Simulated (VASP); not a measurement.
# SnO2: single point with r2SCAN

The system is SnO2.

```
Sn O
1.0
     0.00000    2.62771    2.62771
     2.62771    0.00000    2.62771
     2.62771    2.62771    0.00000
Sn O
1 2
Direct
  0.00000 0.00000 0.00000
  0.25000 0.25000 0.25000
  0.75000 0.75000 0.75000
```

This cell differs from its parent crystal: strain +3.7%.

* Program: VASP 6.6.1
* Task: single point
* Functional: r2SCAN
* Potentials or basis: VASP PAW PBE potentials, release 64 (Sn_d, O)
* Cutoff: 520 eV
* k mesh: 8 × 8 × 8
* Occupations: fermi-dirac, width 0.02 eV
* Spin: no spin polarisation

```yaml
Pressure: -18.1 GPa
Band_gap_on_the_k_mesh: zero (band 13 reaches 6.18 eV, above the bottom of band 14 at 5.95 eV)
```

Levels at points of the mesh, in eV from the Fermi level:
```
           k point  band 11  band 12  band 13  band 14  band 15  band 16
(0.00, 0.00, 0.00)    -1.27    -1.27    -1.27    -0.28     7.43     7.43
(0.50, 0.00, 0.00)    -3.06    -1.97    -1.97     4.45     8.04    10.32
(0.50, 0.50, 0.00)    -0.22    -0.22    -0.10     3.20     7.08     9.94
```

Run time: 2.5 min on 1 thread of AMD EPYC 7R43 64-Core Processor (Zen 3) (shared host), peak memory 0.13 GiB.

Caveat: the cell differs from its parent crystal (strain +3.7%); the PAW data sets were made with another functional, which shifts forces and pressure a little; spin-orbit coupling is left out, which moves the levels of the heavy elements.
